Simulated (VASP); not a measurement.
# Tl: relaxation of cell and atoms with PBE

Tl:

```
CELL_PARAMETERS angstrom
3.01175 0.00000 0.00000
-1.50587 2.60825 0.00000
0.00000 0.00000 2.83104
ATOMIC_POSITIONS crystal
Tl 0.00000 0.00000 0.00000
```

This isn't the form of Tl at room conditions, which is hcp.

```
Program                : VASP 6.6.1
Task                   : relaxation of cell and atoms
Functional             : PBE
Potentials or basis    : VASP PAW PBE potentials, release 64 (Tl_d)
Cutoff                 : 600 eV
k mesh                 : 15 × 15 × 13
Occupations            : fermi-dirac, width 0.05 eV
Spin                   : no spin polarisation
Target pressure        : 26 GPa
Dipole correction      : no
Further INCAR settings : ALGO = Normal; EDIFF = 1e-07; IBRION = 2; EDIFFG = -0.005; NSW = 60; ISIF = 3
```

```yaml
Relaxed_volume: 22.35 Å³/atom
Relaxed_cell: a = 3.014 Å, b = 3.014 Å, c = 2.840 Å, α = 90.00°, β = 90.00°, γ = 120.00°
Space_group_after_relaxing_to_0.1_Å: P6/mmm (No. 191)
Energy_change_on_relaxing_the_run_minimises_the_enthalpy: -17.8 meV/atom
Ionic_steps: 5
Pressure_after_relaxing: 26.0 GPa
Band_gap_on_the_k_mesh: zero (an odd number of electrons rules out a gap without spin polarisation)
```

Step by step:
```tsv
step	energy change (eV)	largest force (eV/Å)	pressure (GPa)	volume (Å³)
1	0.0000	0.0000	26.67	22.24
2	-0.0484	0.0000	24.83	22.54
3	-0.0189	0.0000	25.95	22.35
4	-0.0174	0.0000	26.02	22.34
5	-0.0178	0.0000	26.00	22.35
```

Final structure:
```cif
data_structure
_symmetry_space_group_name_H-M 'P 1'
_symmetry_Int_Tables_number 1
_cell_length_a 3.0140
_cell_length_b 3.0140
_cell_length_c 2.8404
_cell_angle_alpha 90.000
_cell_angle_beta 90.000
_cell_angle_gamma 120.000
_cell_volume 22.35
loop_
_atom_site_label
_atom_site_type_symbol
_atom_site_fract_x
_atom_site_fract_y
_atom_site_fract_z
_atom_site_occupancy
Tl1 Tl 0.00000 0.00000 0.00000 1
```

Levels at points of the mesh, in eV from the Fermi level:
| k point | band 2 | band 3 | band 4 | band 5 | band 6 | band 7 | band 8 | band 9 | band 10 |
| --- | --- | --- | --- | --- | --- | --- | --- | --- | --- |
| (0.00, 0.00, 0.00) | -12.33 | -12.33 | -12.18 | -11.24 | -11.24 | 8.17 | 11.32 | 11.38 | 11.38 |

Wall time 32 s on 1 thread of Intel(R) Xeon(R) 6975P-C (Granite Rapids) (shared host), peak memory 0.19 GiB.

Caveat: the cell is relaxed towards a set pressure, so the run minimises the enthalpy, not the energy; spin-orbit coupling is left out, which moves the levels of the heavy elements.
